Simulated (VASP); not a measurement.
# Tm3F (P4/mmm) in VASP: notebook, part 3 of 3

VASP 6.6.1. Earlier steps stand in the parts before.

## 6. Single point, PBE

This run uses another cell than the first one, of 25.41 Å³/atom.

INCAR reads:

```
PREC     = Accurate       # precision mode
ENCUT    = 600            # plane-wave cutoff, eV
EDIFF    = 1E-6           # SCF threshold, eV
ISMEAR   = 0              # smearing method
SIGMA    = 0.1            # smearing width, eV
LREAL    = False          # projectors in reciprocal space
LASPH    = True           # aspherical terms in the spheres
NELM     = 200            # most SCF steps
ALGO     = Normal         # electronic algorithm
ISIF     = 2              # what is computed and relaxed
LWAVE    = False          # write WAVECAR
LCHARG   = True           # write CHGCAR
GGA      = PE             # functional
LELF     = True           # ELF
LVHAR    = True         
NBANDS   = 25             # bands
GGA_COMPAT= False        
LMAXMIX  = 6              # l up to which the mixer works
```

KPOINTS reads:

```
Automatic mesh
0
Gamma
  8 8 14
```

POSCAR reads:

```
Tm3F
1.0
    5.4802413619      0.0000000000      0.0000000000
    0.0000000000      5.4802413619      0.0000000000
    0.0000000000      0.0000000000      3.3847272571
Tm F
3 1
Direct
    0.5000000000      0.5000000000      0.0000000000
    0.5000000000      0.0000000000      0.5000000000
    0.0000000000      0.5000000000      0.5000000000
    0.0000000000      0.0000000000      0.0000000000
```

Potentials or basis: VASP PAW PBE potentials, release 64 (Tm_3, F), 4f in core.

The run is started by

```bash
> cat potpaw_PBE.64/Tm_3/POTCAR potpaw_PBE.64/F/POTCAR > POTCAR
> mpirun -np 1 vasp_std > vasp.out
```

OUTCAR:

```text
PREC = Accurate
   ENCUT = 600
   EDIFF = 1E-6
   ISMEAR = 0
   LREAL = False
   LASPH = True
   NELM = 200
   ISIF = 2
   GGA = PE

 ion  position               nearest neighbor table
   1  0.500  0.500  0.000-   2 3.22   3 3.22   2 3.22   3 3.22   2 3.22   2 3.22   3 3.22   3 3.22

   2  0.500  0.000  0.500-   1 3.22   1 3.22   1 3.22   1 3.22
   3  0.000  0.500  0.500-   1 3.22   1 3.22   1 3.22   1 3.22
   4  0.000  0.000  0.000-

  LATTYP: Found a simple tetragonal cell.
 ALAT       =     5.4802413619
 C/A-ratio  =     0.6176237566

  Lattice vectors:

 A1 = (   5.4802413619,   0.0000000000,   0.0000000000)
 A2 = (   0.0000000000,   5.4802413619,   0.0000000000)
 A3 = (   0.0000000000,   0.0000000000,   3.3847272571)

Analysis of symmetry for initial positions (statically):
=====================================================================
 Subroutine PRICEL returns:
 Original cell was already a primitive cell.

 Routine SETGRP: Setting up the symmetry group for a
 simple tetragonal supercell.

 Subroutine GETGRP returns: Found 16 space group operations
 (whereof 16 operations were pure point group operations)
 out of a pool of 16 trial point group operations.

The static configuration has the point symmetry D_4h.

Analysis of symmetry for dynamics (positions and initial velocities):
=====================================================================
 Subroutine PRICEL returns:
 Original cell was already a primitive cell.

 Routine SETGRP: Setting up the symmetry group for a
 simple tetragonal supercell.

 Subroutine GETGRP returns: Found 16 space group operations
 (whereof 16 operations were pure point group operations)
 out of a pool of 16 trial point group operations.

The dynamic configuration has the point symmetry D_4h.

 Subroutine INISYM returns: Found 16 space group operations
 (whereof 16 operations are pure point group operations),
 and found     1 'primitive' translations

----------------------------------------------------------------------------------------

                                     Primitive cell

  volume of cell :     101.6537

  direct lattice vectors                    reciprocal lattice vectors
     5.480241362  0.000000000  0.000000000     0.182473715  0.000000000  0.000000000
     0.000000000  5.480241362  0.000000000     0.000000000  0.182473715  0.000000000
     0.000000000  0.000000000  3.384727257     0.000000000  0.000000000  0.295444780

  length of vectors
     5.480241362  5.480241362  3.384727257     0.182473715  0.182473715  0.295444780

  position of ions in fractional coordinates (direct lattice)
     0.500000000  0.500000000  0.000000000
     0.500000000  0.000000000  0.500000000
     0.000000000  0.500000000  0.500000000
     0.000000000  0.000000000  0.000000000

  ion indices of the primitive-cell ions
   primitive index   ion index
                 1           1
                 2           2
                 3           3
                 4           4

----------------------------------------------------------------------------------------

 KPOINTS: Automatic mesh

Automatic generation of k-mesh.
 Grid dimensions read from file:
 generate k-points for:    8    8   14

 Generating k-lattice:

  Cartesian coordinates                     Fractional coordinates (reciprocal lattice)
     0.022809214  0.000000000  0.000000000     0.125000000  0.000000000  0.000000000
     0.000000000  0.022809214  0.000000000     0.000000000  0.125000000  0.000000000
     0.000000000  0.000000000  0.021103199     0.000000000  0.000000000  0.071428571

  Length of vectors
     0.022809214  0.022809214  0.021103199

  Shift w.r.t. Gamma in fractional coordinates (k-lattice)
     0.000000000  0.000000000  0.000000000

 Subroutine IBZKPT returns following result:
 ===========================================

 Found    120 irreducible k-points:

 Following reciprocal coordinates:
            Coordinates               Weight
  0.000000  0.000000  0.000000      1.000000
  0.125000  0.000000  0.000000      4.000000
  0.250000  0.000000  0.000000      4.000000
  0.375000  0.000000  0.000000      4.000000
  0.500000  0.000000  0.000000      2.000000
  0.125000  0.125000  0.000000      4.000000
[... 16 lines left out ...]
  0.375000  0.125000  0.071429     16.000000
  0.500000  0.125000  0.071429      8.000000
 [... further k-points ...]
   k-points           NKPTS =    120   k-points in BZ     NKDIM =    120   number of bands    NBANDS=     25
   number of dos      NEDOS =    301   number of ions     NIONS =      4
   total plane-waves  NPLWV =  64512
   dimension x,y,z NGX =    48 NGY =   48 NGZ =   28
   dimension x,y,z NGXF=    96 NGYF=   96 NGZF=   56
   ions per type =               3   1
   NGX,Y,Z   is equivalent  to a cutoff of  14.56, 14.56, 13.75 a.u.
   NGXF,Y,Z  is equivalent  to a cutoff of  29.12, 29.12, 27.51 a.u.
 SYSTEM =  unknown system
   PREC   = accura    normal or accurate (medium, high low for compatibility)
   ISTART =      0    job   : 0-new  1-cont  2-samecut
   ICHARG =      2    charge: 1-file 2-atom 10-const
   ISPIN  =      1    spin polarized calculation?
   LNONCOLLINEAR =      F non collinear calculations
   LSORBIT =      F    spin-orbit coupling
   LASPH  =      T    aspherical Exc in radial PAW
   ENCUT  =  600.0 eV  44.10 Ry    6.64 a.u.  10.95 10.95  6.76*2*pi/ulx,y,z
   NELM   =    200;   NELMIN=  2; NELMDL= -5     # of ELM steps
   EDIFF  = 0.1E-05   stopping-criterion for ELM
   LREAL  =      F    real-space projection
   EDIFFG = 0.1E-04   stopping-criterion for IOM
   NSW    =      0    number of steps for IOM
   IBRION =     -1    ionic relax: 0-MD 1-quasi-New 2-CG
   NFREE  =      0    steps in history (QN), initial steepest desc. (CG)
   ISIF   =      2    stress and relaxation
   ISYM   =      2    0-nonsym 1-usesym 2-fastsym
   POTIM  = 0.5000    time-step for ionic-motion
   TEBEG  =    0.0;   TEEND  =   0.0 temperature during run
   PSTRESS=    0.0 pullay stress
   NELECT =      34.0000    total number of electrons
   NUPDOWN=      -1.0000    fix difference up-down
   EMIN   =  10.00;   EMAX   =-10.00  energy-range for DOS
   EFERMI =   0.00;   METHOD = LEGACY
   ISMEAR =     0;   SIGMA  =   0.10  broadening in eV -4-tet -1-fermi 0-gaus
   EFERMI_NEDOS =   21; number of points for ismear=-14 and -15
   IALGO  =     38    algorithm
   IMIX   =      4    mixing-type and parameters
     AMIX     =   0.40;   BMIX     =  1.00
     AMIX_MAG =   1.60;   BMIX_MAG =  1.00
  volume/ion in A,a.u.               =      25.41       171.50
  Fermi-wavevector in a.u.,A,eV,Ry     =   1.136388  2.147463 17.570272  1.291379
  Thomas-Fermi vector in A             =   2.273093
   LORBIT       =      0    0 simple, 1 ext, 2 COOP (PROOUT), +10 PAW based schemes
   GGA     = PE    functional components
   LHFCALC =     F    Hartree Fock is set to
   AEXX    =    0.0000 exact exchange contribution
   IVDW    =     0    specifies the selected vdW correction
   LEPSILON=     F    determine dielectric tensor
   LRPA    =     F    only Hartree local field effects (RPA)
 non-spin polarized calculation
 Gauss-broadening in eV      SIGMA  =   0.10
  energy-cutoff  :      600.00
  volume of cell :      101.65
 maximum number of plane-waves:      3422
 NGX is ok and might be reduce to    48
   NGX = 21   NGY = 21   NGZ = 13

 number of electron      33.9999994 magnetization

 Free energy of the ion-electron system (eV)
  ---------------------------------------------------
  ext. energy  EPLUGINS =         0.00000000
  ---------------------------------------------------
  free energy    TOTEN  =       -16.95238556 eV

  energy without entropy =      -16.93101429  energy(sigma->0) =      -16.94169993

 E-fermi :   2.8060     XC(G=0):  -9.6768

 val. band max:        2.8057848553   @ k =   0.3750   0.1250   0.5000
 cond. band min:       2.8125346018   @ k =   0.3750   0.1250   0.4286
 fundamental gap:      0.0067497464
 Fermi energy:         2.8059831725

 k-point     1 :       0.0000    0.0000    0.0000
  band No.  band energies     occupation
      1     -23.2876      2.00000
      2     -23.2876      2.00000
      3     -23.1511      2.00000
      4     -23.1511      2.00000
      5     -22.9716      2.00000
      6     -22.9321      2.00000
[... 661 lines left out ...]
     24       5.9488      0.00000
     25       6.2831      0.00000

 [... further k-points ...]

------------------------ aborting loop because EDIFF is reached ----------------------------------------

  FORCE on cell =-STRESS in cart. coord.  units (eV):
  Direction    XX          YY          ZZ          XY          YZ          ZX
  --------------------------------------------------------------------------------------
  -------------------------------------------------------------------------------------
  Total        0.2479945      0.2479945      0.3658563      0.0000000      0.0000000      0.0000000
  in kB        3.9086747      3.9086747      5.7663106      0.0000000      0.0000000      0.0000000
  external PRESSURE =       4.5278867 kB  Pullay stress =       0.0000000 kB

 VOLUME and BASIS-vectors are now :
 -----------------------------------------------------------------------------
  energy-cutoff  :      600.00
  volume of cell :      101.65
      direct lattice vectors                 reciprocal lattice vectors
     5.480241362  0.000000000  0.000000000     0.182473715  0.000000000  0.000000000
     0.000000000  5.480241362  0.000000000     0.000000000  0.182473715  0.000000000
     0.000000000  0.000000000  3.384727257     0.000000000  0.000000000  0.295444780

 POSITION                                       TOTAL-FORCE (eV/Angst)
 -----------------------------------------------------------------------------------
      2.74012      2.74012      0.00000         0.000000      0.000000      0.000000
      2.74012      0.00000      1.69236         0.000000      0.000000      0.000000
      0.00000      2.74012      1.69236         0.000000      0.000000      0.000000
      0.00000      0.00000      0.00000         0.000000      0.000000      0.000000
 -----------------------------------------------------------------------------------
    total drift:                                0.000000      0.000000     -0.000000

  FREE ENERGIE OF THE ION-ELECTRON SYSTEM (eV)
  ---------------------------------------------------
  free  energy   TOTEN  =       -16.9523855626 eV

  energy  without entropy=      -16.9310142924  energy(sigma->0) =      -16.94169993
```

It took 2.7 min on 1 thread of Intel Xeon 6975P-C (Granite Rapids), shared host; peak memory 0.46 GiB.

Results:

```yaml
Free_energy: -16.9524 eV
Pressure: 0.5 GPa
Band_gap_on_the_k_mesh: zero (bands 17 and 18 overlap by 0.95 eV)
```

Stress tensor (GPa, compression positive):
```
0.39 0.00 0.00
0.00 0.39 0.00
0.00 0.00 0.58
```

Caveat: spin-orbit coupling is left out, which moves the levels of the heavy elements; the 4f electrons are frozen in the core, so they carry no moment and show no levels; the run has no spin polarisation, though such a crystal can be magnetic.

## 7. The runs side by side

| task | cell | k mesh | smearing | gap on the mesh (eV) | pressure (GPa) |
| --- | --- | --- | --- | --- | --- |
| single point | a = 5.467, b = 5.467, c = 3.453 Å, 4 atoms, atomic positions A | 4 × 4 × 4 | gaussian 0.1 eV | none | 0.5 |
| single point | a = 5.478, b = 5.478, c = 3.393 Å, 4 atoms, atomic positions A | 4 × 4 × 6 | gaussian 0.1 eV | none | 0.4 |
| relaxation of cell and atoms | relaxed from a = 5.467, b = 5.467, c = 3.453 Å, 4 atoms, atomic positions A | 4 × 4 × 6 | gaussian 0.1 eV | none | 0.1 |
| single point | a = 3.385, b = 5.480, c = 10.960 Å, 8 atoms, atomic positions B | 6 × 4 × 2 | gaussian 0.2 eV | none | 0.5 |
| single point | a = 5.480, b = 5.480, c = 3.385 Å, 4 atoms, atomic positions A | 8 × 8 × 14 | gaussian 0.1 eV | none | 0.5 |

Alike in all rows: level PBE; potentials or basis VASP PAW PBE potentials, release 64 (Tm_3, F), 4f in core; no spin polarisation; cutoff (eV) 600.

Caveats: some runs use coarse meshes; spin-orbit coupling is left out, which moves the levels of the heavy elements; the 4f electrons are frozen in the core, so they carry no moment and show no levels; the run has no spin polarisation, though such a crystal can be magnetic.

Absolute energies hang on the potentials; compare differences alone.
